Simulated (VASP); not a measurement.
Write the native input for VASP 6.6.1 that does the following.

- Task: single point
- Functional: PBEsol
- Potentials or basis: VASP PAW PBE potentials, release 64 (Ba_sv)
- Cutoff: 520 eV
- k mesh: 2 × 2 × 3
- Occupations: methfessel-paxton, width 0.05 eV
- Spin: no spin polarisation
- Dipole correction: no
- Further INCAR settings: ALGO = Normal; EDIFF = 1e-07; NBANDS = 17

The structure of Ba lies in POSCAR:

```
Ba
1.0
    6.9960700000      0.0000000000      0.0000000000
   -3.4980350000      6.0587743467      0.0000000000
    0.0000000000      0.0000000000      3.9093900000
Ba
2
Direct
    0.3333333333      0.6666666667      0.5000000000
    0.6666666667      0.3333333333      0.5000000000
```

The input as run:

INCAR

```
ALGO = Normal
EDIFF = 1E-7
ENCUT = 520
GGA = PS
ISIF = 2
ISMEAR = 1
LASPH = True
LCHARG = False
LREAL = False
LWAVE = False
NBANDS = 17
NELM = 60
PREC = Accurate
SIGMA = 0.05
```

KPOINTS

```
k-points
0
Gamma
  2 2 3
```

Potentials or basis: VASP PAW PBE potentials, release 64 (Ba_sv).

Run with:

```bash
$ cat potpaw_PBE.64/Ba_sv/POTCAR > POTCAR
$ mpirun -np 1 vasp_std > vasp.out
```

It gave:

```
Pressure               : 0.4 GPa
Band gap on the k mesh : zero (band 10 reaches 0.55 eV, above the bottom of band 11 at 0.30 eV)
```

Caveat: the k points lie up to 0.54 Å⁻¹ apart; the PAW data sets were made with another functional, which shifts forces and pressure a little; spin-orbit coupling is left out, which moves the levels of the heavy elements.

It took 11 s on 1 thread of Intel(R) Xeon(R) 6975P-C (Granite Rapids), on a shared host, peak memory 0.26 GiB.
